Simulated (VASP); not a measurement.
Input of a VASP 6.6.1 run:

Contents of POSCAR:

```
Hf
1.0
   -1.7723126184      1.7723126184      1.7723126184
    1.7723126184     -1.7723126184      1.7723126184
    1.7723126184      1.7723126184     -1.7723126184
Hf
1
Direct
    0.0000000000      0.0000000000      0.0000000000
```

File INCAR.step1:

```
SYSTEM = Hf
ALGO = Normal
EDIFF = 1E-4
ENCUT = 520
GGA = PE
ISMEAR = 0
LASPH = .TRUE.
LCHARG = .FALSE.
LREAL = .FALSE.
LWAVE = .TRUE.
NBANDS = 11
NELM = 60
PREC = Accurate
SIGMA = 0.1
```

INCAR.step2

```
SYSTEM = Hf
ALGO = Normal
EDIFF = 1E-6
ENCUT = 520
ISIF = 2
ISMEAR = 0
ISTART = 1
LASPH = .TRUE.
LCHARG = .TRUE.
LELF = .TRUE.
LMIXTAU = .TRUE.
LREAL = .FALSE.
LVHAR = .TRUE.
LWAVE = .FALSE.
METAGGA = R2SCAN
NBANDS = 11
NELM = 60
PREC = Accurate
SIGMA = 0.1
```

File KPOINTS:

```
k-points
0
G
  16 16 16
  0 0 0
```

Potentials or basis: VASP PAW PBE potentials, release 64 (Hf_pv).

Launch:

```bash
$ cat potpaw_PBE.64/Hf_pv/POTCAR > POTCAR
$ cp INCAR.step1 INCAR
$ mpirun -np 1 vasp_std > vasp.out
$ cp INCAR.step2 INCAR
$ mpirun -np 1 vasp_std > vasp.out
```

(1) What does it give for the pressure?

(2) Estimate the band gap on the k mesh.

## Answers

(1) -0.9 GPa.

(2) zero (band 5 reaches 6.26 eV, above the bottom of band 6 at 3.75 eV).

Caveat: the PAW data sets were made with another functional, which shifts forces and pressure a little; spin-orbit coupling is left out, which moves the levels of the heavy elements.
